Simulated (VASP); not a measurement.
Input of a VASP 6.6.1 run:

Contents of INCAR:

```
SYSTEM = BiTe
  PREC = Accurate
  ENCUT = 520
  EDIFF = 1E-6
  ISMEAR = 1
  SIGMA = 0.1
  LREAL = .FALSE.
  LASPH = .TRUE.
  NELM = 80
  ALGO = Normal
  ISIF = 2
  LWAVE = .FALSE.
  LCHARG = .TRUE.
  GGA = PE
  LELF = .TRUE.
  LVHAR = .TRUE.
  NBANDS = 29
```

The input KPOINTS:

```
regular mesh
0
G
  5 5 5
  0 0 0
```

The input POSCAR:

```
BiTe
1.0
    0.0000000000      3.2350000000      3.2350000000
    3.2350000000      0.0000000000      3.2350000000
    7.0473502692      7.0473502692     -0.5773502692
Bi Te
2 2
Direct
    0.0000000000      0.0000000000      0.0000000000
    0.0393503455      0.0393503455      0.4409744817
    0.5196751728      0.5196751728      0.2204872408
    0.5590255183      0.5590255183      0.6614617225
```

Potentials or basis: VASP PAW PBE potentials, release 64 (Bi_d, Te).

Launch:

```bash
$ cat potpaw_PBE.64/Bi_d/POTCAR potpaw_PBE.64/Te/POTCAR > POTCAR
$ mpirun -np 1 vasp_std > vasp.out
```

(1) Estimate the largest force.

(2) Predict the band gap on the k mesh.

Answers

(1) 0.784 eV/Å.

(2) zero (bands 21 and 22 overlap by 0.80 eV).

Caveat: spin-orbit coupling is left out, which moves the levels of the heavy elements.
